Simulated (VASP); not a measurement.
# WS2: single point with PBE+D3(BJ)

WS2:

```
W S
1.0
     3.15421    0.00000    0.00000
    -1.57710    2.73162    0.00000
     0.00000    0.00000   12.13991
W S
2 4
Direct
  0.33333 0.66667 0.25000
  0.66667 0.33333 0.75000
  0.38825 0.77649 0.64500
  0.66667 0.33333 0.12029
  0.33333 0.66667 0.87971
  0.66667 0.33333 0.37971
```

This cell differs from its parent crystal: atom 3 (S) moved by (+0.300, +0.300) A along y and z.

* Program: VASP 6.6.1
* Task: single point
* Functional: PBE
* Dispersion: D3(BJ)
* Potentials or basis: VASP PAW PBE potentials, release 64 (W_sv, S)
* Cutoff: 520 eV
* k mesh: 12 × 12 × 4
* Occupations: gaussian, width 0.05 eV
* Spin: no spin polarisation

```yaml
Pressure: 14.2 GPa
Largest_force: 12.744 eV/Å
Band_gap_on_the_k_mesh: zero (bands 26 and 27 overlap by 0.07 eV)
Dispersion_energy_per_atom: -0.435 eV
```

Forces on the atoms (eV/Å):
```
W    0.000  0.010  0.013
W    0.000  7.875  8.923
S    0.000 -8.025 -9.899
S    0.000 -0.004 -0.002
S    0.000  0.133  0.857
S    0.000  0.012  0.109
```

Stress tensor (GPa, compression positive):
```
 4.01  0.00  0.00
 0.00 18.24 15.83
 0.00 15.83 20.42
```

Levels at points of the mesh, in eV from the Fermi level:
```
           k point  band 23  band 24  band 25  band 26  band 27  band 28  band 29  band 30
(0.00, 0.00, 0.00)    -2.54    -2.18    -1.23     0.08     0.68     1.34     1.82     1.82
(0.50, 0.00, 0.00)    -2.90    -2.34    -2.11    -1.31     1.40     1.86     1.96     2.27
(0.00, 0.50, 0.00)    -2.78    -2.74    -2.33    -2.09     1.10     1.69     1.86     2.27
(0.00, 0.00, 0.50)    -2.69    -2.54    -0.90     0.04     0.68     1.34     1.82     1.83
(0.50, 0.00, 0.50)    -2.90    -2.34    -2.11    -1.32     1.39     1.86     2.01     2.29
(0.00, 0.50, 0.50)    -2.76    -2.68    -2.34    -2.08     1.10     1.70     1.86     2.29
```

Run time: 4.6 min on 1 thread of AMD EPYC 9R45 96-Core Processor (Zen 5), with other jobs on the host, peak memory 0.53 GiB.

Caveat: the cell differs from its parent crystal (atom 3 (S) moved by (+0.300, +0.300) A along y and z); the cell stands under pressure; spin-orbit coupling is left out, which moves the levels of the heavy elements; forces of over 1 eV/Å act on the atoms, so gaps and moduli don't describe the material at rest.
